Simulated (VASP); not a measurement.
# GaN (P6_3mc) in VASP: further runs

The runs below take GaN through single point, with r2SCAN.

Everything below comes from runs of VASP 6.6.1. Logs are shortened: lines on timing, memory, paths and dates and some standing lists are left out, and cuts for length are marked.

**1. The cell of the first run**

It takes space group P6_3mc (No. 186, hexagonal). Conventional cell: a = 3.140 Å, b = 3.140 Å, c = 5.114 Å, α = 90.00°, β = 90.00°, γ = 120.00°. Within 2.5 Å of Ga (site symmetry 3m) lie 4 N at 1.92 to 1.93 Å. N (site symmetry 3m) has 4 Ga at 1.92 to 1.93 Å within 2.5 Å.

**2. Single point, r2SCAN (volume scaled by 0.96)**

POSCAR reads:

```
GaN
1.0
    3.1398138206      0.0000000001      0.0000000000
   -1.5699069104      2.7191585317      0.0000000000
    0.0000000000      0.0000000000      5.1143778800
Ga N
2 2
Direct
    0.3333333333      0.6666666667     -0.0008277438
    0.6666666667      0.3333333333      0.4991722562
    0.3333333333      0.6666666667      0.3758277438
    0.6666666667      0.3333333333      0.8758277438
```

INCAR.step1 reads:

```
SYSTEM = GaN
ALGO = Normal
EDIFF = 1E-4
ENCUT = 520
GGA = PE
ISMEAR = 0
LASPH = .TRUE.
LCHARG = .FALSE.
LREAL = .FALSE.
LWAVE = .TRUE.
NBANDS = 26
NELM = 80
PREC = Accurate
SIGMA = 0.05
```

INCAR.step2 reads:

```
SYSTEM = GaN
ALGO = Normal
EDIFF = 1E-7
ENCUT = 520
ISIF = 2
ISMEAR = 0
ISTART = 1
LASPH = .TRUE.
LCHARG = .FALSE.
LMIXTAU = .TRUE.
LREAL = .FALSE.
LWAVE = .FALSE.
METAGGA = R2SCAN
NBANDS = 26
NELM = 80
PREC = Accurate
SIGMA = 0.05
```

KPOINTS reads:

```
k-points
0
G
  8 8 6
  0 0 0
```

Potentials or basis: VASP PAW PBE potentials, release 64 (Ga_d, N).

Launch:

```console
$ cat potpaw_PBE.64/Ga_d/POTCAR potpaw_PBE.64/N/POTCAR > POTCAR
$ cp INCAR.step1 INCAR
$ mpirun -np 1 vasp_std > vasp.out
$ cp INCAR.step2 INCAR
$ mpirun -np 1 vasp_std > vasp.out
```

OUTCAR:

```text
SYSTEM = GaN
   EDIFF = 1E-7
   ENCUT = 520
   ISIF = 2
   ISMEAR = 0
   ISTART = 1
   LASPH = .TRUE.
   LREAL = .FALSE.
   METAGGA = R2SCAN
   NELM = 80
   PREC = Accurate

 ion  position               nearest neighbor table
   1  0.333  0.667  0.999-   4 1.92   4 1.92   4 1.92   3 1.93
   2  0.667  0.333  0.499-   3 1.92   3 1.92   3 1.92   4 1.93
   3  0.333  0.667  0.376-   2 1.92   2 1.92   2 1.92   1 1.93
   4  0.667  0.333  0.876-   1 1.92   1 1.92   1 1.92   2 1.93

  LATTYP: Found a hexagonal cell.
 ALAT       =     3.1398138206
 C/A-ratio  =     1.6288793452

  Lattice vectors:

 A1 = (   3.1398138206,   0.0000000001,   0.0000000000)
 A2 = (  -1.5699069104,   2.7191585317,   0.0000000000)
 A3 = (   0.0000000000,   0.0000000000,   5.1143778800)

Analysis of symmetry for initial positions (statically):
=====================================================================
 Subroutine PRICEL returns:
 Original cell was already a primitive cell.

 Routine SETGRP: Setting up the symmetry group for a
 hexagonal supercell.

 Subroutine GETGRP returns: Found 12 space group operations
 (whereof  6 operations were pure point group operations)
 out of a pool of 24 trial point group operations.

The static configuration has the point symmetry C_3v.
 The point group associated with its full space group is C_6v.

Analysis of symmetry for dynamics (positions and initial velocities):
=====================================================================
 Subroutine PRICEL returns:
 Original cell was already a primitive cell.

 Routine SETGRP: Setting up the symmetry group for a
 hexagonal supercell.

 Subroutine GETGRP returns: Found 12 space group operations
 (whereof  6 operations were pure point group operations)
 out of a pool of 24 trial point group operations.

The dynamic configuration has the point symmetry C_3v.
 The point group associated with its full space group is C_6v.

 Subroutine INISYM returns: Found 12 space group operations
 (whereof  6 operations are pure point group operations),
 and found     1 'primitive' translations

----------------------------------------------------------------------------------------

                                     Primitive cell

  volume of cell :      43.6648

  direct lattice vectors                    reciprocal lattice vectors
     3.139813821  0.000000000  0.000000000     0.318490222  0.183880415  0.000000000
    -1.569906910  2.719158532  0.000000000    -0.000000000  0.367760831  0.000000000
     0.000000000  0.000000000  5.114377880     0.000000000  0.000000000  0.195527203

  length of vectors
     3.139813821  3.139813821  5.114377880     0.367760831  0.367760831  0.195527203

  position of ions in fractional coordinates (direct lattice)
     0.333333333  0.666666667  0.999172256
     0.666666667  0.333333333  0.499172256
     0.333333333  0.666666667  0.375827744
     0.666666667  0.333333333  0.875827744

  ion indices of the primitive-cell ions
   primitive index   ion index
                 1           1
                 2           2
                 3           3
                 4           4

----------------------------------------------------------------------------------------

 KPOINTS: k-points

Automatic generation of k-mesh.
 Grid dimensions read from file:
 generate k-points for:    8    8    6

 Generating k-lattice:

  Cartesian coordinates                     Fractional coordinates (reciprocal lattice)
     0.039811278  0.022985052  0.000000000     0.125000000 -0.000000000  0.000000000
    -0.000000000  0.045970104  0.000000000     0.000000000  0.125000000  0.000000000
     0.000000000  0.000000000  0.032587867     0.000000000  0.000000000  0.166666667

  Length of vectors
     0.045970104  0.045970104  0.032587867

  Shift w.r.t. Gamma in fractional coordinates (k-lattice)
     0.000000000  0.000000000  0.000000000

 Subroutine IBZKPT returns following result:
 ===========================================

 Found     40 irreducible k-points:

 Following reciprocal coordinates:
            Coordinates               Weight
  0.000000  0.000000  0.000000      1.000000
  0.125000  0.000000  0.000000      6.000000
  0.250000  0.000000  0.000000      6.000000
  0.375000 -0.000000  0.000000      6.000000
  0.500000  0.000000  0.000000      3.000000
  0.125000  0.125000  0.000000      6.000000
[... 16 lines left out ...]
  0.250000  0.000000  0.333333     12.000000
  0.375000 -0.000000  0.333333     12.000000
 [... further k-points ...]
   k-points           NKPTS =     40   k-points in BZ     NKDIM =     40   number of bands    NBANDS=     26
   number of dos      NEDOS =    301   number of ions     NIONS =      4
   total plane-waves  NPLWV =  23040
   dimension x,y,z NGX =    24 NGY =   24 NGZ =   40
   dimension x,y,z NGXF=    48 NGYF=   48 NGZF=   80
   ions per type =               2   2
   NGX,Y,Z   is equivalent  to a cutoff of  12.71, 12.71, 13.00 a.u.
   NGXF,Y,Z  is equivalent  to a cutoff of  25.41, 25.41, 26.00 a.u.
 SYSTEM =  GaN
   PREC   = accura    normal or accurate (medium, high low for compatibility)
   ISTART =      1    job   : 0-new  1-cont  2-samecut
   ICHARG =      0    charge: 1-file 2-atom 10-const
   ISPIN  =      1    spin polarized calculation?
   LNONCOLLINEAR =      F non collinear calculations
   LSORBIT =      F    spin-orbit coupling
   LASPH  =      T    aspherical Exc in radial PAW
   ENCUT  =  520.0 eV  38.22 Ry    6.18 a.u.   5.84  5.84  9.51*2*pi/ulx,y,z
   NELM   =     80;   NELMIN=  2; NELMDL=  0     # of ELM steps
   EDIFF  = 0.1E-06   stopping-criterion for ELM
   LREAL  =      F    real-space projection
   EDIFFG = 0.1E-05   stopping-criterion for IOM
   NSW    =      0    number of steps for IOM
   IBRION =     -1    ionic relax: 0-MD 1-quasi-New 2-CG
   NFREE  =      0    steps in history (QN), initial steepest desc. (CG)
   ISIF   =      2    stress and relaxation
   ISYM   =      2    0-nonsym 1-usesym 2-fastsym
   POTIM  = 0.5000    time-step for ionic-motion
   TEBEG  =    0.0;   TEEND  =   0.0 temperature during run
   PSTRESS=    0.0 pullay stress
   NELECT =      36.0000    total number of electrons
   NUPDOWN=      -1.0000    fix difference up-down
   EMIN   =  10.00;   EMAX   =-10.00  energy-range for DOS
   EFERMI =   0.00;   METHOD = LEGACY
   ISMEAR =     0;   SIGMA  =   0.05  broadening in eV -4-tet -1-fermi 0-gaus
   EFERMI_NEDOS =   21; number of points for ismear=-14 and -15
   IALGO  =     38    algorithm
   IMIX   =      4    mixing-type and parameters
     AMIX     =   0.40;   BMIX     =  1.00
     AMIX_MAG =   1.60;   BMIX_MAG =  1.00
  volume/ion in A,a.u.               =      10.92        73.67
  Fermi-wavevector in a.u.,A,eV,Ry     =   1.535083  2.900887 32.061863  2.356480
  Thomas-Fermi vector in A             =   2.641921
   LORBIT       =      0    0 simple, 1 ext, 2 COOP (PROOUT), +10 PAW based schemes
   METAGGA = R2SCAN    functional components
   LHFCALC =     F    Hartree Fock is set to
   AEXX    =    0.0000 exact exchange contribution
   IVDW    =     0    specifies the selected vdW correction
   LEPSILON=     F    determine dielectric tensor
   LRPA    =     F    only Hartree local field effects (RPA)
 non-spin polarized calculation
 Gauss-broadening in eV      SIGMA  =   0.05
  energy-cutoff  :      520.00
  volume of cell :       43.66
 maximum number of plane-waves:      1188
 NGX is ok and might be reduce to    24
   NGX = 11   NGY = 11   NGZ = 19

 number of electron      36.0000036 magnetization

 Free energy of the ion-electron system (eV)
  ---------------------------------------------------
  ext. energy  EPLUGINS =         0.00000000
  ---------------------------------------------------
  free energy    TOTEN  =       -43.75772058 eV

  energy without entropy =      -43.75772058  energy(sigma->0) =      -43.75772058

 E-fermi :   5.7784     XC(G=0): -12.9070

 val. band max:        5.5584522742   @ k =   0.0000   0.0000   0.0000
 cond. band min:       8.1841556199   @ k =   0.0000   0.0000   0.0000
 fundamental gap:      2.6257033457
 Fermi energy:         5.7784293425

 k-point     1 :       0.0000    0.0000    0.0000
  band No.  band energies     occupation
      1     -11.6193      2.00000
      2     -10.4878      2.00000
      3      -8.3084      2.00000
      4      -8.2905      2.00000
      5      -8.2905      2.00000
      6      -8.2130      2.00000
[... 18 lines left out ...]
     25      18.3657      0.00000
     26      18.3657      0.00000

 k-point     2 :       0.1250    0.0000    0.0000
  band No.  band energies     occupation
      1     -11.4549      2.00000
      2     -10.4378      2.00000
      3      -8.2897      2.00000
      4      -8.2652      2.00000
      5      -8.2421      2.00000
      6      -8.1903      2.00000
[... 18 lines left out ...]
     25      17.9081      0.00000
     26      18.7238      0.00000

 k-point     3 :       0.2500    0.0000    0.0000
  band No.  band energies     occupation
      1     -11.0516      2.00000
      2     -10.3367      2.00000
      3      -8.2427      2.00000
      4      -8.2185      2.00000
      5      -8.1429      2.00000
      6      -8.0923      2.00000
[... 18 lines left out ...]
     25      17.9864      0.00000
     26      19.4774      0.00000

 k-point     4 :       0.3750   -0.0000    0.0000
  band No.  band energies     occupation
      1     -10.6594      2.00000
      2     -10.2676      2.00000
      3      -8.2236      2.00000
      4      -8.1968      2.00000
      5      -8.0877      2.00000
      6      -8.0159      2.00000
[... 18 lines left out ...]
     25      18.4995      0.00000
     26      20.1097      0.00000
[... 496 lines left out ...]
      1     -11.1511      2.00000
      2     -10.6236      2.00000
      3      -8.2635      2.00000
      4      -8.2503      2.00000
      5      -8.2225      2.00000
      6      -8.2064      2.00000
[... 18 lines left out ...]
     25      17.3398      0.00000
     26      17.8965      0.00000

 k-point    23 :       0.2500    0.0000    0.3333
  band No.  band energies     occupation
      1     -10.8165      2.00000
      2     -10.4500      2.00000
      3      -8.2326      2.00000
      4      -8.1890      2.00000
      5      -8.1812      2.00000
      6      -8.1257      2.00000
[... 18 lines left out ...]
     25      17.7449      0.00000
     26      18.8291      0.00000

 k-point    24 :       0.3750   -0.0000    0.3333
  band No.  band energies     occupation
      1     -10.5137      2.00000
      2     -10.3157      2.00000
      3      -8.2329      2.00000
      4      -8.1637      2.00000
      5      -8.1476      2.00000
      6      -8.0524      2.00000
[... 18 lines left out ...]
     25      17.9225      0.00000
     26      19.6834      0.00000

 [... further k-points ...]

------------------------ aborting loop because EDIFF is reached ----------------------------------------

  FORCE on cell =-STRESS in cart. coord.  units (eV):
  Direction    XX          YY          ZZ          XY          YZ          ZX
  --------------------------------------------------------------------------------------
  -------------------------------------------------------------------------------------
  Total        2.7542439      2.7542439      2.6760530     -0.0000000     -0.0000000      0.0000000
  in kB      101.0605711    101.0605710     98.1915372     -0.0000000     -0.0000000      0.0000000
  external PRESSURE =     100.1042264 kB  Pullay stress =       0.0000000 kB

 VOLUME and BASIS-vectors are now :
 -----------------------------------------------------------------------------
  energy-cutoff  :      520.00
  volume of cell :       43.66
      direct lattice vectors                 reciprocal lattice vectors
     3.139813821  0.000000000  0.000000000     0.318490222  0.183880415  0.000000000
    -1.569906910  2.719158532  0.000000000    -0.000000000  0.367760831  0.000000000
     0.000000000  0.000000000  5.114377880     0.000000000  0.000000000  0.195527203

 POSITION                                       TOTAL-FORCE (eV/Angst)
 -----------------------------------------------------------------------------------
     -0.00000      1.81277      5.11014         0.000000     -0.000000      0.006700
      1.56991      0.90639      2.55296        -0.000000      0.000000      0.006700
     -0.00000      1.81277      1.92213        -0.000000      0.000000     -0.006700
      1.56991      0.90639      4.47931        -0.000000      0.000000     -0.006700
 -----------------------------------------------------------------------------------
    total drift:                                0.000002      0.000003      0.033237

  FREE ENERGIE OF THE ION-ELECTRON SYSTEM (eV)
  ---------------------------------------------------
  free  energy   TOTEN  =       -43.7577205838 eV

  energy  without entropy=      -43.7577205838  energy(sigma->0) =      -43.75772058
```

Run time: 2.3 min. Hardware: 1 thread of Intel Xeon Platinum 8259CL at 2.50GHz (Skylake/Cascade Lake), shared host; peak memory 0.18 GiB.

What came out:

```
Free energy            : -43.7577 eV
Pressure               : 10.0 GPa
Largest force          : 0.007 eV/Å
Band gap on the k mesh : 2.63 eV, direct
```

Forces in eV/Å, atoms in the order of the input:
```
Ga   0.000  0.000  0.007
Ga   0.000  0.000  0.007
N    0.000  0.000 -0.007
N    0.000  0.000 -0.007
```

Caveat: the PAW data sets were made with another functional, which shifts forces and pressure a little.

**3. Single point, r2SCAN (volume scaled by 0.98)**

POSCAR reads:

```
GaN
1.0
    3.1614683933      0.0000000001      0.0000000000
   -1.5807341967      2.7379119418      0.0000000000
    0.0000000000      0.0000000000      5.1496505662
Ga N
2 2
Direct
    0.3333333333      0.6666666667     -0.0008277438
    0.6666666667      0.3333333333      0.4991722562
    0.3333333333      0.6666666667      0.3758277438
    0.6666666667      0.3333333333      0.8758277438
```

INCAR.step1 reads:

```
  PREC = Accurate
  ENCUT = 520
  ISMEAR = 0
  SIGMA = 0.05
  LREAL = F
  LASPH = T
  NELM = 100
  NBANDS = 26
  GGA = PE
  ALGO = Normal
  EDIFF = 1E-4
  LWAVE = T
  LCHARG = F
```

INCAR.step2 reads:

```
  PREC = Accurate
  ENCUT = 520
  EDIFF = 1E-7
  ISMEAR = 0
  SIGMA = 0.05
  LREAL = F
  LASPH = T
  NELM = 100
  ALGO = Normal
  ISIF = 2
  LWAVE = F
  LCHARG = F
  METAGGA = R2SCAN
  LMIXTAU = T
  NBANDS = 26
  ISTART = 1
```

KPOINTS reads:

```
Automatic mesh
0
Gamma
  8 8 6
```

Potentials or basis: VASP PAW PBE potentials, release 64 (Ga_d, N).

Launch:

```console
$ cat potpaw_PBE.64/Ga_d/POTCAR potpaw_PBE.64/N/POTCAR > POTCAR
$ cp INCAR.step1 INCAR
$ mpirun -np 1 vasp_std > vasp.out
$ cp INCAR.step2 INCAR
$ mpirun -np 1 vasp_std > vasp.out
```

It took 2.4 min on 1 thread of Intel Xeon Platinum 8259CL at 2.50GHz (Skylake/Cascade Lake), shared host; peak memory 0.19 GiB.

The run converged. Its results:

```yaml
Free_energy: -43.8018 eV
Pressure: 5.3 GPa
Largest_force: 0.004 eV/Å
Band_gap_on_the_k_mesh: 2.48 eV, direct
```

Forces on the atoms (eV/Å):
```
Ga   0.000  0.000  0.004
Ga   0.000  0.000  0.004
N    0.000  0.000 -0.004
N    0.000  0.000 -0.004
```

Stress tensor (GPa, compression positive):
```
5.39 0.00 0.00
0.00 5.39 0.00
0.00 0.00 5.15
```

Levels at points of the mesh, in eV from the valence-band top:
```csv
k point,band 15,band 16,band 17,band 18,band 19,band 20,band 21,band 22
"(0.00, 0.00, 0.00)",-1.09,-0.04,0.00,0.00,2.48,4.95,10.08,10.71
"(0.50, 0.00, 0.00)",-4.39,-2.91,-2.30,-1.06,5.64,6.24,6.61,9.53
"(0.00, 0.00, 0.50)",-0.56,-0.56,-0.56,-0.56,4.90,4.90,9.29,9.29
"(0.50, 0.00, 0.50)",-2.06,-2.06,-2.00,-2.00,4.96,4.96,8.55,8.55
```

Caveat: the PAW data sets were made with another functional, which shifts forces and pressure a little.
